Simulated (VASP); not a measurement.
# In2O3 in VASP: notebook

The runs below take In2O3 through single point, with PBE.

Everything below comes from runs of VASP 6.6.1. Logs are shortened: lines on timing, memory, paths and dates and some standing lists are left out, and cuts for length are marked.

## 1. The cell of the first run

The cell holds a disordered packing, 20 atoms: a = 6.549 Å, b = 6.526 Å, c = 6.366 Å, α = 90.85°, β = 90.48°, γ = 88.94°.

## 2. Single point, PBE

The input, INCAR:

```
SYSTEM = In2O3
PREC = Accurate
ENCUT = 520
EDIFF = 1E-7
ISMEAR = -1
SIGMA = 0.1034
LREAL = Auto
LASPH = .True.
NELM = 100
ALGO = Normal
ISIF = 2
LWAVE = .False.
LCHARG = .False.
GGA = PE
ISYM = 0
NBANDS = 104
```

The input, KPOINTS:

```
regular mesh
0
Gamma
  1 1 1
  0 0 0
```

The input, POSCAR:

```
In2O3
1.0
    6.5491560000      0.0602710000     -0.0265460000
    0.0602710000      6.5253210000     -0.0478520000
   -0.0265460000     -0.0478520000      6.3657510000
In O
8 12
Direct
    0.0638608371      0.7740948433      0.1242015649
    0.6152520954      0.6869611731      0.1186163185
    0.3233430480      0.8960356938      0.6804049616
    0.2071545261      0.4091219658      0.6426390898
    0.3595471764      0.2585259435      0.0771553149
    0.6586333101      0.2744113687      0.5106736366
    0.8393812233      0.7628244935      0.6394096928
    0.8410537428      0.2388271584      1.0244299486
    0.4045837211      0.4095844953      0.3818643734
    0.3380604706      0.6118077765      0.9613887472
    0.6223840430      0.0741709818      0.2194510964
    0.8275084474      0.8699664278      0.9244955816
    0.5404886283      0.2116958176      0.8139253137
    0.0932467670      0.1231681057      0.5194036287
    0.8801457019      0.5117989775      0.1911075304
    0.5642880820      0.8126301668      0.5002904716
    0.8653581923      0.4307071651      0.7197298477
    0.1084684813      0.0799415993      0.3006164975
    0.1050093056      0.1243089396      0.9416690990
    0.1113183493      0.6975405261      0.4891772811
```

Potentials or basis: VASP PAW PBE potentials, release 64 (In_d, O).

Started as:

```
> cat potpaw_PBE.64/In_d/POTCAR potpaw_PBE.64/O/POTCAR > POTCAR
> mpirun -np 1 vasp_gam > vasp.out
```

OUTCAR:

```text
SYSTEM = In2O3
   PREC = Accurate
   ENCUT = 520
   EDIFF = 1E-7
   ISMEAR = -1
   LREAL = Auto
   LASPH = .True.
   NELM = 100
   ISIF = 2
   GGA = PE
   ISYM = 0

 ion  position               nearest neighbor table
   1  0.064  0.774  0.124-  12 2.09  15 2.16  18 2.30  10 2.31  20 2.40  19 2.60   2 3.00   8 3.41
                             7 3.41   3 3.42   7 3.61   2 3.65   5 3.75   8 3.85   5 3.86   4 3.96
   2  0.615  0.687  0.119-  15 2.11  10 2.13  12 2.24  16 2.58  11 2.60   9 2.87   1 3.00   5 3.29
                             8 3.30   7 3.44   3 3.64   7 3.65   1 3.65   6 3.70   8 3.97
   3  0.323  0.896  0.680-  16 2.02  20 2.25  14 2.34  10 2.60  19 2.63  13 2.65   4 3.29   7 3.31
                             1 3.42   4 3.43   5 3.44   7 3.49   6 3.52   2 3.64   1 3.99
   4  0.207  0.409  0.643-   9 2.11  14 2.16  20 2.21  17 2.30  10 2.56  13 2.74  19 2.77   5 3.10
                             6 3.19   3 3.29   7 3.31   3 3.43   8 3.63   6 3.80   5 3.85   1 3.96
   5  0.360  0.259  0.077-  19 2.07  13 2.08   9 2.18  11 2.27  10 2.43  18 2.50   4 3.10   8 3.17
                             2 3.29   6 3.37   8 3.41   3 3.44   1 3.75   4 3.85   1 3.86
   6  0.659  0.274  0.511-   9 2.04  13 2.13  17 2.15  11 2.27  15 2.98  14 3.00   4 3.19   8 3.33
                             5 3.37   8 3.48   7 3.50   3 3.52   7 3.62   2 3.70   4 3.80
   7  0.839  0.763  0.639-  12 1.94  16 2.02  20 2.06  17 2.24   4 3.31   3 3.31   1 3.41   2 3.44
                             3 3.49   6 3.50   1 3.61   6 3.62   2 3.65   8 3.93
   8  0.841  0.239  0.024-  19 1.94  15 2.08  11 2.21  17 2.33  13 2.38  12 2.48  18 2.68   5 3.17
                             2 3.30   6 3.33   1 3.41   5 3.41   6 3.48   4 3.63   1 3.85   7 3.93
   9  0.405  0.410  0.382-   6 2.04   4 2.11   5 2.18   2 2.87
  10  0.338  0.612  0.961-   2 2.13   1 2.31   5 2.43   4 2.56   3 2.60
  11  0.622  0.074  0.219-   8 2.21   6 2.27   5 2.27   2 2.60
  12  0.828  0.870  0.924-   7 1.94   1 2.09   2 2.24   8 2.48
  13  0.540  0.212  0.814-   5 2.08   6 2.13   8 2.38   3 2.65   4 2.74
  14  0.093  0.123  0.519-  18 1.42   4 2.16   3 2.34   6 3.00
  15  0.880  0.512  0.191-   8 2.08   2 2.11   1 2.16   6 2.98
  16  0.564  0.813  0.500-   3 2.02   7 2.02   2 2.58
  17  0.865  0.431  0.720-   6 2.15   7 2.24   4 2.30   8 2.33
  18  0.108  0.080  0.301-  14 1.42   1 2.30   5 2.50   8 2.68
  19  0.105  0.124  0.942-   8 1.94   5 2.07   1 2.60   3 2.63   4 2.77
  20  0.111  0.698  0.489-   7 2.06   4 2.21   3 2.25   1 2.40

IMPORTANT INFORMATION: All symmetrisations will be switched off!
NOSYMM: (Re-)initialisation of all symmetry stuff for point group C_1.

----------------------------------------------------------------------------------------

                                     Primitive cell

  volume of cell :     272.0000

  direct lattice vectors                    reciprocal lattice vectors
     6.549156000  0.060271000 -0.026546000     0.152706907 -0.001405882  0.000626239
     0.060271000  6.525321000 -0.047852000    -0.001405882  0.153270557  0.001146288
    -0.026546000 -0.047852000  6.365751000     0.000626239  0.001146288  0.157101884

  length of vectors
     6.549487125  6.525774786  6.365986200     0.152714663  0.153281291  0.157107314

  position of ions in fractional coordinates (direct lattice)
     0.063860837  0.774094843  0.124201565
     0.615252095  0.686961173  0.118616319
     0.323343048  0.896035694  0.680404962
     0.207154526  0.409121966  0.642639090
     0.359547176  0.258525943  0.077155315
     0.658633310  0.274411369  0.510673637
[... 12 lines left out ...]
     0.105009306  0.124308940  0.941669099
     0.111318349  0.697540526  0.489177281

  ion indices of the primitive-cell ions
   primitive index   ion index
                 1           1
                 2           2
                 3           3
                 4           4
                 5           5
                 6           6
[... 12 lines left out ...]
                19          19
                20          20

----------------------------------------------------------------------------------------

 KPOINTS: regular mesh

Automatic generation of k-mesh.
 Grid dimensions read from file:
 generate k-points for:    1    1    1

 Generating k-lattice:

  Cartesian coordinates                     Fractional coordinates (reciprocal lattice)
     0.152706907 -0.001405882  0.000626239     1.000000000  0.000000000  0.000000000
    -0.001405882  0.153270557  0.001146288     0.000000000  1.000000000  0.000000000
     0.000626239  0.001146288  0.157101884     0.000000000  0.000000000  1.000000000

  Length of vectors
     0.152714663  0.153281291  0.157107314

  Shift w.r.t. Gamma in fractional coordinates (k-lattice)
     0.000000000  0.000000000  0.000000000

 Subroutine IBZKPT returns following result:
 ===========================================

 Found      1 irreducible k-points:

 Following reciprocal coordinates:
            Coordinates               Weight
  0.000000  0.000000  0.000000      1.000000
   k-points           NKPTS =      1   k-points in BZ     NKDIM =      1   number of bands    NBANDS=    104
   number of dos      NEDOS =    301   number of ions     NIONS =     20
   total plane-waves  NPLWV = 120000
   dimension x,y,z NGX =    50 NGY =   50 NGZ =   48
   dimension x,y,z NGXF=   100 NGYF=  100 NGZF=   96
   ions per type =               8  12
   NGX,Y,Z   is equivalent  to a cutoff of  12.69, 12.74, 12.54 a.u.
   NGXF,Y,Z  is equivalent  to a cutoff of  25.38, 25.48, 25.07 a.u.
 SYSTEM =  In2O3
   PREC   = accura    normal or accurate (medium, high low for compatibility)
   ISTART =      0    job   : 0-new  1-cont  2-samecut
   ICHARG =      2    charge: 1-file 2-atom 10-const
   ISPIN  =      1    spin polarized calculation?
   LNONCOLLINEAR =      F non collinear calculations
   LSORBIT =      F    spin-orbit coupling
   LASPH  =      T    aspherical Exc in radial PAW
   ENCUT  =  520.0 eV  38.22 Ry    6.18 a.u.  12.18 12.13 11.84*2*pi/ulx,y,z
   NELM   =    100;   NELMIN=  2; NELMDL= -5     # of ELM steps
   EDIFF  = 0.1E-06   stopping-criterion for ELM
   LREAL  =      T    real-space projection
   EDIFFG = 0.1E-05   stopping-criterion for IOM
   NSW    =      0    number of steps for IOM
   IBRION =     -1    ionic relax: 0-MD 1-quasi-New 2-CG
   NFREE  =      0    steps in history (QN), initial steepest desc. (CG)
   ISIF   =      2    stress and relaxation
   ISYM   =      0    0-nonsym 1-usesym 2-fastsym
   POTIM  = 0.5000    time-step for ionic-motion
   TEBEG  =    0.0;   TEEND  =   0.0 temperature during run
   PSTRESS=    0.0 pullay stress
   NELECT =     176.0000    total number of electrons
   NUPDOWN=      -1.0000    fix difference up-down
   EMIN   =  10.00;   EMAX   =-10.00  energy-range for DOS
   EFERMI =   0.00;   METHOD = LEGACY
   ISMEAR =    -1;   SIGMA  =   0.10  broadening in eV -4-tet -1-fermi 0-gaus
   EFERMI_NEDOS =   21; number of points for ismear=-14 and -15
   IALGO  =     38    algorithm
   IMIX   =      4    mixing-type and parameters
     AMIX     =   0.40;   BMIX     =  1.00
     AMIX_MAG =   1.60;   BMIX_MAG =  1.00
  volume/ion in A,a.u.               =      13.60        91.78
  Fermi-wavevector in a.u.,A,eV,Ry     =   1.415977  2.675808 27.279543  2.004990
  Thomas-Fermi vector in A             =   2.537359
   LORBIT       =      0    0 simple, 1 ext, 2 COOP (PROOUT), +10 PAW based schemes
   GGA     = PE    functional components
   LHFCALC =     F    Hartree Fock is set to
   AEXX    =    0.0000 exact exchange contribution
   IVDW    =     0    specifies the selected vdW correction
   LEPSILON=     F    determine dielectric tensor
   LRPA    =     F    only Hartree local field effects (RPA)
 non-spin polarized calculation
  energy-cutoff  :      520.00
  volume of cell :      272.00
 maximum number of plane-waves:      3653
 NGX is ok and might be reduce to    50
   NGX = 25   NGY = 25   NGZ = 23

 number of electron     175.9999993 magnetization

 Free energy of the ion-electron system (eV)
  ---------------------------------------------------
  ext. energy  EPLUGINS =         0.00000000
  ---------------------------------------------------
  free energy    TOTEN  =      -102.56255370 eV

  energy without entropy =     -102.56254498  energy(sigma->0) =     -102.56254934

 E-fermi :   7.2342     XC(G=0): -10.9027

 val. band max:        5.8334662532   @ k =   0.0000   0.0000   0.0000
 cond. band min:       8.6426226574   @ k =   0.0000   0.0000   0.0000
 fundamental gap:      2.8091564043
 Fermi energy:         7.2342083048

 k-point     1 :       0.0000    0.0000    0.0000
  band No.  band energies     occupation
      1     -15.6167      2.00000
      2     -12.7268      2.00000
      3     -12.1511      2.00000
      4     -12.0935      2.00000
      5     -11.9356      2.00000
      6     -11.8321      2.00000
[... 92 lines left out ...]
     99      11.6346      0.00000
    100      12.0289      0.00000
 [bands above 100 left out]

------------------------ aborting loop because EDIFF is reached ----------------------------------------

  FORCE on cell =-STRESS in cart. coord.  units (eV):
  Direction    XX          YY          ZZ          XY          YZ          ZX
  --------------------------------------------------------------------------------------
  -------------------------------------------------------------------------------------
  Total       16.2383960      5.6139952      9.3699407     -2.0626309      1.3320746     -3.9986270
  in kB       95.6499631     33.0684405     55.1923032    -12.1496341      7.8463962    -23.5533439
  external PRESSURE =      61.3035689 kB  Pullay stress =       0.0000000 kB

 VOLUME and BASIS-vectors are now :
 -----------------------------------------------------------------------------
  energy-cutoff  :      520.00
  volume of cell :      272.00
      direct lattice vectors                 reciprocal lattice vectors
     6.549156000  0.060271000 -0.026546000     0.152706907 -0.001405882  0.000626239
     0.060271000  6.525321000 -0.047852000    -0.001405882  0.153270557  0.001146288
    -0.026546000 -0.047852000  6.365751000     0.000626239  0.001146288  0.157101884

 POSITION                                       TOTAL-FORCE (eV/Angst)
 -----------------------------------------------------------------------------------
      0.46159      5.04912      0.75190         2.072371     -0.118838      1.590220
      4.06764      4.51405      0.70588        -0.956131      1.751811      1.458238
      2.15357      5.83385      4.27983        -0.843244      0.565630      0.058419
      1.36429      2.65139      4.06580        -0.918714      0.547838     -0.210188
      2.36826      1.70494      0.46924         0.008222     -0.270446      2.580355
      4.31647      1.80588      3.22021         1.265717     -0.901297     -0.256396
[... 12 lines left out ...]
      0.67022      0.77242      5.98570         3.292791     -1.356133     -2.190197
      0.75810      4.53498      3.07765         0.539014      0.169375      0.109187
 -----------------------------------------------------------------------------------
    total drift:                               -0.008573      0.001744     -0.028748

  FREE ENERGIE OF THE ION-ELECTRON SYSTEM (eV)
  ---------------------------------------------------
  free  energy   TOTEN  =      -102.5625536975 eV

  energy  without entropy=     -102.5625449781  energy(sigma->0) =     -102.56254934
```

Run time: 36 s. Hardware: 1 thread of Intel Xeon 6975P-C (Granite Rapids), shared host; peak memory 0.32 GiB.

What came out:

* Free energy: -102.5626 eV
* Pressure: 6.1 GPa
* Largest force: 4.181 eV/Å

Forces on the atoms (eV/Å):
```
In   2.072 -0.119  1.590
In  -0.956  1.752  1.458
In  -0.843  0.566  0.058
In  -0.919  0.548 -0.210
In   0.008 -0.270  2.580
In   1.266 -0.901 -0.256
In  -0.019 -1.104 -1.996
In  -2.322 -0.543 -0.294
O   -0.170  0.367 -0.643
O   -0.884  0.533 -0.507
O    0.438  1.040 -0.117
O   -0.893  0.027  2.068
O   -0.871 -0.367 -1.164
O   -0.243 -1.427  1.899
O   -0.577  0.538  0.478
O    0.399 -0.363 -0.581
O    0.362  0.240 -0.414
O    0.320  0.670 -1.868
O    3.293 -1.356 -2.190
O    0.539  0.169  0.109
```

Levels at points of the mesh, in eV from the Fermi level:
```csv
k point,band 85,band 86,band 87,band 88,band 89,band 90,band 91,band 92
"(0.00, 0.00, 0.00)",-2.06,-1.83,-1.68,-1.40,1.41,1.61,1.79,2.12
```

Caveat: the k points lie up to 0.99 Å⁻¹ apart; the atoms stand as in a frame of molecular dynamics; spin-orbit coupling is left out, which moves the levels of the heavy elements.

## 3. Single point, PBE

The input, INCAR:

```
SYSTEM = In2O3
PREC = Accurate
ENCUT = 520
EDIFF = 1E-6
ISMEAR = -1
SIGMA = 0.1034
LREAL = Auto
LASPH = .True.
NELM = 80
ALGO = Normal
ISIF = 2
LWAVE = .False.
LCHARG = .True.
GGA = PE
LELF = .True.
LVHAR = .True.
ISYM = 0
NBANDS = 104
```

KPOINTS is that of step 2.

The input, POSCAR:

```
In2O3
1.0
    6.5491560000      0.0602710000     -0.0265460000
    0.0602710000      6.5253210000     -0.0478520000
   -0.0265460000     -0.0478520000      6.3657510000
In O
8 12
Direct
    0.0815486053      0.7180012776      0.1659456341
    0.5788758390      0.6379897908      0.1529216153
    0.3259545586      0.8896063510      0.6780199591
    0.1615901173      0.4174090997      0.6123163522
    0.3228486119      0.2578383497      0.0928990813
    0.6905222182      0.2429395197      0.4874156631
    0.8078038679      0.7369747873      0.6826925337
    0.8447857874      0.2168011526      1.0011953110
    0.2850671242      0.5167488752      0.3020055071
    0.3306721493      0.5546634071      0.9136445607
    0.5721094166      0.1451760223      0.1944067840
    0.8331829358      0.8161496188      1.0014004735
    0.4222754625      0.1785525939      0.6444444376
    0.0547866785      0.1285123000      0.4816947659
    0.8235217145      0.4660960380      0.2816338300
    0.5610165793      0.7825526658      0.4910844700
    0.8400298807      0.4153634585      0.7305094726
    0.0559515635      0.0603770991      0.2673286239
    0.1228506563      0.0861412460      0.9008111100
    0.0701301835      0.7270819978      0.5577665547
```

Potentials or basis: VASP PAW PBE potentials, release 64 (In_d, O).

Started as:

```
> cat potpaw_PBE.64/In_d/POTCAR potpaw_PBE.64/O/POTCAR > POTCAR
> mpirun -np 1 vasp_gam > vasp.out
```

It took 32 s on 1 thread of Intel Xeon 6975P-C (Granite Rapids), shared host; peak memory 0.32 GiB.

The run converged. Its results:

| Item | Value |
| --- | --- |
| Free energy | -102.2601 eV |
| Pressure | 9.0 GPa |
| Largest force | 3.637 eV/Å |

Forces on the atoms (eV/Å):
```
In   0.170  0.258  0.819
In  -0.306  1.553  0.941
In  -1.756  0.008  0.480
In   1.712 -0.973 -0.151
In  -3.350  0.453 -1.342
In   0.448 -0.415  0.013
In  -2.628  0.631  1.171
In  -0.432 -0.943  1.370
O    0.671 -1.048  1.103
O    0.233  0.950 -0.832
O    3.310 -1.436 -0.224
O   -1.946  0.003 -0.295
O    0.783  2.155  0.473
O   -1.781 -0.622  1.449
O    0.206  0.099 -1.195
O    0.505 -0.249 -0.975
O    0.065 -0.544  0.803
O    1.077  0.548 -1.376
O    0.193 -0.107 -0.907
O    2.826 -0.322 -1.325
```

Stress tensor (GPa, compression positive):
```
13.42 -1.31  0.19
-1.31  4.74  1.19
 0.19  1.19  8.93
```

Levels at points of the mesh, in eV from the Fermi level:
| k point | band 85 | band 86 | band 87 | band 88 | band 89 | band 90 | band 91 | band 92 |
| --- | --- | --- | --- | --- | --- | --- | --- | --- |
| (0.00, 0.00, 0.00) | -2.17 | -2.12 | -1.57 | -1.23 | 1.23 | 1.85 | 2.04 | 2.44 |

Caveat: the k points lie up to 0.99 Å⁻¹ apart; the atoms stand as in a frame of molecular dynamics; spin-orbit coupling is left out, which moves the levels of the heavy elements.

(Continued in part 2 of 3.)
